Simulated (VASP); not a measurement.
A run of VASP 6.6.1 is set up as follows.

Contents of INCAR:

```
  ALGO = Normal
  EDIFF = 1E-7
  ENCUT = 520
  GGA = PE
  ISIF = 2
  ISMEAR = -1
  LASPH = True
  LCHARG = False
  LREAL = False
  LWAVE = False
  NBANDS = 10
  NELM = 100
  PREC = Accurate
  SIGMA = 0.1
```

The input KPOINTS:

```
k-points
0
Gamma
  17 17 17
```

The input POSCAR:

```
B
1.0
    0.0000000000      1.9112253925      1.9112253925
    1.9112253925      0.0000000000      1.9112253925
    1.9112253925      1.9112253925      0.0000000000
B
2
Direct
   -0.1250000000     -0.1250000000     -0.1250000000
    0.1250000000      0.1250000000      0.1250000000
```

Potentials or basis: VASP PAW PBE potentials, release 64 (B).

Command:

```bash
$ cat potpaw_PBE.64/B/POTCAR > POTCAR
$ mpirun -np 1 vasp_std > vasp.out
```

Predict the pressure.

42.1 GPa.

What does it give for the band gap on the k mesh?

Zero (band 3 reaches 9.84 eV, above the bottom of band 4 at 1.84 eV).
